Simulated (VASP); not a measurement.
# Hf (Fd-3m) in VASP: further runs, part 2 of 2

VASP 6.6.1.

## Step 3: Single point, revPBE (volume scaled by 1.08)

INCAR

```
SYSTEM = Hf
PREC = Accurate
ENCUT = 520
EDIFF = 1E-7
ISMEAR = -1
SIGMA = 0.1
LREAL = .FALSE.
LASPH = .TRUE.
NELM = 60
ALGO = Normal
ISIF = 2
LWAVE = .FALSE.
LCHARG = .TRUE.
GGA = RE
LELF = .TRUE.
LVHAR = .TRUE.
NBANDS = 17
```

KPOINTS

```
Automatic mesh
0
G
  9 9 9
  0 0 0
```

POSCAR

```
Hf
1.0
    0.0000000000      3.3992134459      3.3992134459
    3.3992134459      0.0000000000      3.3992134459
    3.3992134459      3.3992134459      0.0000000000
Hf
2
Direct
    0.1250000000      0.1250000000      0.1250000000
    0.8750000000      0.8750000000      0.8750000000
```

Potentials or basis: VASP PAW PBE potentials, release 64 (Hf_pv).

The run is started by

```bash
> cat potpaw_PBE.64/Hf_pv/POTCAR > POTCAR
> mpirun -np 1 vasp_std > vasp.out
```

OUTCAR:

```text
SYSTEM = Hf
   PREC = Accurate
   ENCUT = 520
   EDIFF = 1E-7
   ISMEAR = -1
   LREAL = .FALSE.
   LASPH = .TRUE.
   NELM = 60
   ISIF = 2
   GGA = RE

 ion  position               nearest neighbor table
   1  0.125  0.125  0.125-   2 2.94   2 2.94   2 2.94   2 2.94
   2  0.875  0.875  0.875-   1 2.94   1 2.94   1 2.94   1 2.94

  LATTYP: Found a face centered cubic cell.
 ALAT       =     6.7984268918

  Lattice vectors:

 A1 = (   0.0000000000,   3.3992134459,   3.3992134459)
 A2 = (   3.3992134459,   0.0000000000,   3.3992134459)
 A3 = (   3.3992134459,   3.3992134459,   0.0000000000)

Analysis of symmetry for initial positions (statically):
=====================================================================
 Subroutine PRICEL returns:
 Original cell was already a primitive cell.

 Routine SETGRP: Setting up the symmetry group for a
 face centered cubic supercell.

 Subroutine GETGRP returns: Found 48 space group operations
 (whereof 12 operations were pure point group operations)
 out of a pool of 48 trial point group operations.

The static configuration has the point symmetry D_3d.
 The point group associated with its full space group is O_h .

Analysis of symmetry for dynamics (positions and initial velocities):
=====================================================================
 Subroutine PRICEL returns:
 Original cell was already a primitive cell.

 Routine SETGRP: Setting up the symmetry group for a
 face centered cubic supercell.

 Subroutine GETGRP returns: Found 48 space group operations
 (whereof 12 operations were pure point group operations)
 out of a pool of 48 trial point group operations.

The dynamic configuration has the point symmetry D_3d.
 The point group associated with its full space group is O_h .

 Subroutine INISYM returns: Found 48 space group operations
 (whereof 12 operations are pure point group operations),
 and found     1 'primitive' translations

----------------------------------------------------------------------------------------

                                     Primitive cell

  volume of cell :      78.5535

  direct lattice vectors                    reciprocal lattice vectors
     0.000000000  3.399213446  3.399213446    -0.147092852  0.147092852  0.147092852
     3.399213446  0.000000000  3.399213446     0.147092852 -0.147092852  0.147092852
     3.399213446  3.399213446  0.000000000     0.147092852  0.147092852 -0.147092852

  length of vectors
     4.807213757  4.807213757  4.807213757     0.254772293  0.254772293  0.254772293

  position of ions in fractional coordinates (direct lattice)
     0.125000000  0.125000000  0.125000000
     0.875000000  0.875000000  0.875000000

  ion indices of the primitive-cell ions
   primitive index   ion index
                 1           1
                 2           2

----------------------------------------------------------------------------------------

 KPOINTS: Automatic mesh

Automatic generation of k-mesh.
 Grid dimensions read from file:
 generate k-points for:    9    9    9

 Generating k-lattice:

  Cartesian coordinates                     Fractional coordinates (reciprocal lattice)
    -0.016343650  0.016343650  0.016343650     0.111111111  0.000000000  0.000000000
     0.016343650 -0.016343650  0.016343650     0.000000000  0.111111111  0.000000000
     0.016343650  0.016343650 -0.016343650     0.000000000  0.000000000  0.111111111

  Length of vectors
     0.028308033  0.028308033  0.028308033

  Shift w.r.t. Gamma in fractional coordinates (k-lattice)
     0.000000000  0.000000000  0.000000000

 Subroutine IBZKPT returns following result:
 ===========================================

 Found     35 irreducible k-points:

 Following reciprocal coordinates:
            Coordinates               Weight
  0.000000  0.000000  0.000000      1.000000
  0.111111  0.000000  0.000000      8.000000
  0.222222  0.000000  0.000000      8.000000
  0.333333  0.000000  0.000000      8.000000
  0.444444  0.000000  0.000000      8.000000
  0.111111  0.111111  0.000000      6.000000
[... 16 lines left out ...]
 -0.333333  0.333333  0.000000     12.000000
  0.444444  0.444444  0.000000      6.000000
 [... further k-points ...]
   k-points           NKPTS =     35   k-points in BZ     NKDIM =     35   number of bands    NBANDS=     17
   number of dos      NEDOS =    301   number of ions     NIONS =      2
   total plane-waves  NPLWV =  46656
   dimension x,y,z NGX =    36 NGY =   36 NGZ =   36
   dimension x,y,z NGXF=    72 NGYF=   72 NGZF=   72
   ions per type =               2
   NGX,Y,Z   is equivalent  to a cutoff of  12.45, 12.45, 12.45 a.u.
   NGXF,Y,Z  is equivalent  to a cutoff of  24.90, 24.90, 24.90 a.u.
 SYSTEM =  Hf
   PREC   = accura    normal or accurate (medium, high low for compatibility)
   ISTART =      0    job   : 0-new  1-cont  2-samecut
   ICHARG =      2    charge: 1-file 2-atom 10-const
   ISPIN  =      1    spin polarized calculation?
   LNONCOLLINEAR =      F non collinear calculations
   LSORBIT =      F    spin-orbit coupling
   LASPH  =      T    aspherical Exc in radial PAW
   ENCUT  =  520.0 eV  38.22 Ry    6.18 a.u.   8.94  8.94  8.94*2*pi/ulx,y,z
   NELM   =     60;   NELMIN=  2; NELMDL= -5     # of ELM steps
   EDIFF  = 0.1E-06   stopping-criterion for ELM
   LREAL  =      F    real-space projection
   EDIFFG = 0.1E-05   stopping-criterion for IOM
   NSW    =      0    number of steps for IOM
   IBRION =     -1    ionic relax: 0-MD 1-quasi-New 2-CG
   NFREE  =      0    steps in history (QN), initial steepest desc. (CG)
   ISIF   =      2    stress and relaxation
   ISYM   =      2    0-nonsym 1-usesym 2-fastsym
   POTIM  = 0.5000    time-step for ionic-motion
   TEBEG  =    0.0;   TEEND  =   0.0 temperature during run
   PSTRESS=    0.0 pullay stress
   NELECT =      20.0000    total number of electrons
   NUPDOWN=      -1.0000    fix difference up-down
   EMIN   =  10.00;   EMAX   =-10.00  energy-range for DOS
   EFERMI =   0.00;   METHOD = LEGACY
   ISMEAR =    -1;   SIGMA  =   0.10  broadening in eV -4-tet -1-fermi 0-gaus
   EFERMI_NEDOS =   21; number of points for ismear=-14 and -15
   IALGO  =     38    algorithm
   IMIX   =      4    mixing-type and parameters
     AMIX     =   0.40;   BMIX     =  1.00
     AMIX_MAG =   1.60;   BMIX_MAG =  1.00
  volume/ion in A,a.u.               =      39.28       265.05
  Fermi-wavevector in a.u.,A,eV,Ry     =   1.037599  1.960779 14.648204  1.076613
  Thomas-Fermi vector in A             =   2.172045
   LORBIT       =      0    0 simple, 1 ext, 2 COOP (PROOUT), +10 PAW based schemes
   GGA     = RE    functional components
   LHFCALC =     F    Hartree Fock is set to
   AEXX    =    0.0000 exact exchange contribution
   IVDW    =     0    specifies the selected vdW correction
   LEPSILON=     F    determine dielectric tensor
   LRPA    =     F    only Hartree local field effects (RPA)
 non-spin polarized calculation
  energy-cutoff  :      520.00
  volume of cell :       78.55
 maximum number of plane-waves:      2144
   NGX = 17   NGY = 17   NGZ = 17

 number of electron      20.0000000 magnetization

 Free energy of the ion-electron system (eV)
  ---------------------------------------------------
  ext. energy  EPLUGINS =         0.00000000
  ---------------------------------------------------
  free energy    TOTEN  =       -13.87257052 eV

  energy without entropy =      -13.69697082  energy(sigma->0) =      -13.78477067

 E-fermi :   1.1651     XC(G=0):  -8.5776

 val. band max:        1.1331695806   @ k =   0.3333   0.1111   0.0000
 cond. band min:       1.1837077583   @ k =  -0.2222   0.2222   0.0000
 fundamental gap:      0.0505381778
 Fermi energy:         1.1650905702

 k-point     1 :       0.0000    0.0000    0.0000
  band No.  band energies     occupation
      1     -29.9938      2.00000
      2     -29.9938      2.00000
      3     -29.9938      2.00000
      4     -29.5787      2.00000
      5     -29.5787      2.00000
      6     -29.5787      2.00000
[... 9 lines left out ...]
     16       6.1175      0.00000
     17       6.1175      0.00000

 k-point     2 :       0.1111    0.0000    0.0000
  band No.  band energies     occupation
      1     -29.9992      2.00000
      2     -29.9992      2.00000
      3     -29.9922      2.00000
      4     -29.5813      2.00000
      5     -29.5732      2.00000
      6     -29.5732      2.00000
[... 9 lines left out ...]
     16       6.0805      0.00000
     17       6.0805      0.00000
[... 421 lines left out ...]
 k-point    24 :       0.4444    0.4444    0.0000
  band No.  band energies     occupation
      1     -30.0761      2.00000
      2     -30.0761      2.00000
      3     -29.8279      2.00000
      4     -29.7561      2.00000
      5     -29.4940      2.00000
      6     -29.4940      2.00000
[... 9 lines left out ...]
     16       4.0475      0.00000
     17       5.7725      0.00000

 [... further k-points ...]
[... 5 lines left out ...]
  --------------------------------------------------------------------------------------
  -------------------------------------------------------------------------------------
  Total       -1.1193140     -1.1193140     -1.1193140      0.0000000      0.0000000     -0.0000000
  in kB      -22.8295420    -22.8295420    -22.8295420      0.0000000      0.0000000     -0.0000000
  external PRESSURE =     -22.8295420 kB  Pullay stress =       0.0000000 kB

 VOLUME and BASIS-vectors are now :
 -----------------------------------------------------------------------------
  energy-cutoff  :      520.00
  volume of cell :       78.55
      direct lattice vectors                 reciprocal lattice vectors
     0.000000000  3.399213446  3.399213446    -0.147092852  0.147092852  0.147092852
     3.399213446  0.000000000  3.399213446     0.147092852 -0.147092852  0.147092852
     3.399213446  3.399213446  0.000000000     0.147092852  0.147092852 -0.147092852

 POSITION                                       TOTAL-FORCE (eV/Angst)
 -----------------------------------------------------------------------------------
      0.84980      0.84980      0.84980        -0.000000      0.000000      0.000000
      5.94862      5.94862      5.94862         0.000000     -0.000000     -0.000000
 -----------------------------------------------------------------------------------
    total drift:                                0.000000      0.000000      0.000000

  FREE ENERGIE OF THE ION-ELECTRON SYSTEM (eV)
  ---------------------------------------------------
  free  energy   TOTEN  =       -13.8725705180 eV

  energy  without entropy=      -13.6969708220  energy(sigma->0) =      -13.78477067
```

OSZICAR:

```text
N       E                     dE             d eps       ncg     rms          rms(c)
DAV:   1     0.530674971491E+02    0.53067E+02   -0.10791E+04  1238   0.102E+03
DAV:   2    -0.120239795942E+02   -0.65091E+02   -0.63711E+02  1598   0.228E+02
DAV:   3    -0.143167440754E+02   -0.22928E+01   -0.22296E+01  1537   0.278E+01
DAV:   4    -0.143634192067E+02   -0.46675E-01   -0.46522E-01  1569   0.445E+00
DAV:   5    -0.143645158401E+02   -0.10966E-02   -0.10963E-02  1778   0.556E-01    0.288E+01
DAV:   6    -0.139225898889E+02    0.44193E+00   -0.92650E-01  1277   0.417E+00    0.168E+01
DAV:   7    -0.138875268709E+02    0.35063E-01   -0.63928E-01  1497   0.363E+00    0.209E+00
DAV:   8    -0.138733742090E+02    0.14153E-01   -0.12945E-01  1299   0.148E+00    0.212E-01
DAV:   9    -0.138725145909E+02    0.85962E-03   -0.58480E-03  1404   0.358E-01    0.127E-01
DAV:  10    -0.138726172495E+02   -0.10266E-03   -0.31223E-04  1698   0.957E-02    0.128E-01
DAV:  11    -0.138725691633E+02    0.48086E-04   -0.20501E-04  1361   0.596E-02    0.713E-03
DAV:  12    -0.138725704379E+02   -0.12746E-05   -0.91774E-06  1597   0.171E-02    0.649E-03
DAV:  13    -0.138725705180E+02   -0.80120E-07   -0.21384E-07  1375   0.248E-03
   1 F= -.13872571E+02 E0= -.13784771E+02  d E =-.175600E+00
```

stdout:

```text
POSCAR found type information on POSCAR Hf
 POSCAR found :  1 types and       2 ions
 scaLAPACK will be used
 -----------------------------------------------------------------------------
|                                                                             |
|                                                                             |
|     You enforced a specific xc type in the INCAR file but a different       |
|     I HOPE YOU KNOW WHAT YOU ARE DOING!                                     |
|                                                                             |
 -----------------------------------------------------------------------------

 LDA part: xc-table for (Slater+PW92), standard interpolation
 POSCAR, INCAR and KPOINTS ok, starting setup
 FFT: planning ... GRIDC
 FFT: planning ... GRID_SOFT
 FFT: planning ... GRID
 WAVECAR not read
 entering main loop
```

Wall time 29 s (1 thread of Intel Xeon Platinum 8375C at 2.90GHz (Ice Lake), shared host); peak memory 0.21 GiB.

What came out:

| Quantity | Value |
| --- | --- |
| Free energy | -13.8726 eV |
| Pressure | -2.3 GPa |
| Band gap on the k mesh | zero (band 10 reaches 1.39 eV, above the bottom of band 11 at 0.92 eV) |

Caveat: the PAW data sets were made with another functional, which shifts forces and pressure a little; spin-orbit coupling is left out, which moves the levels of the heavy elements.

## Step 4: Single point, revPBE (volume scaled by 1.12)

INCAR

```
SYSTEM = Hf
ALGO = Normal
EDIFF = 1E-6
ENCUT = 520
GGA = RE
ISIF = 2
ISMEAR = -1
LASPH = .TRUE.
LCHARG = .FALSE.
LREAL = .FALSE.
LWAVE = .FALSE.
NBANDS = 17
NELM = 100
PREC = Accurate
SIGMA = 0.1
```

KPOINTS

```
k-points
0
G
  9 9 9
  0 0 0
```

POSCAR

```
Hf
1.0
    0.0000000000      3.4406713543      3.4406713543
    3.4406713543      0.0000000000      3.4406713543
    3.4406713543      3.4406713543      0.0000000000
Hf
2
Direct
    0.1250000000      0.1250000000      0.1250000000
    0.8750000000      0.8750000000      0.8750000000
```

The run is started by

```bash
> cat potpaw_PBE.64/Hf_pv/POTCAR > POTCAR
> mpirun -np 1 vasp_std > vasp.out
```

Run time: 28 s. Hardware: 1 thread of Intel Xeon Platinum 8375C at 2.90GHz (Ice Lake), shared host; peak memory 0.21 GiB.

It converged, with:

* Free energy: -13.8236 eV
* Pressure: -3.1 GPa
* Band gap on the k mesh: zero (band 10 reaches 1.23 eV, above the bottom of band 11 at 0.79 eV)

Levels at points of the mesh, in eV from the Fermi level:
```
           k point  band 8  band 9  band 10  band 11  band 12  band 13
(0.00, 0.00, 0.00)   -0.13   -0.13     0.06     0.06     0.06     1.78
```

Caveat: the PAW data sets were made with another functional, which shifts forces and pressure a little; spin-orbit coupling is left out, which moves the levels of the heavy elements.

## Step 5: Overview

| cell | gap on the mesh (eV) | pressure (GPa) |
| --- | --- | --- |
| a = 4.747 Å, angles 60.0°, 2 atoms | none | -1.3 |
| a = 4.807 Å, angles 60.0°, 2 atoms | none | -2.3 |
| a = 4.866 Å, angles 60.0°, 2 atoms | none | -3.1 |

Alike in all rows: task single point; level revPBE; potentials or basis VASP PAW PBE potentials, release 64 (Hf_pv); no spin polarisation; k mesh 9 × 9 × 9; cutoff (eV) 520; smearing fermi-dirac 0.1 eV.

Caveats: the PAW data sets were made with another functional, which shifts forces and pressure a little; spin-orbit coupling is left out, which moves the levels of the heavy elements.

Total energies depend on the potentials used, so only differences within one code and one set of settings carry meaning.
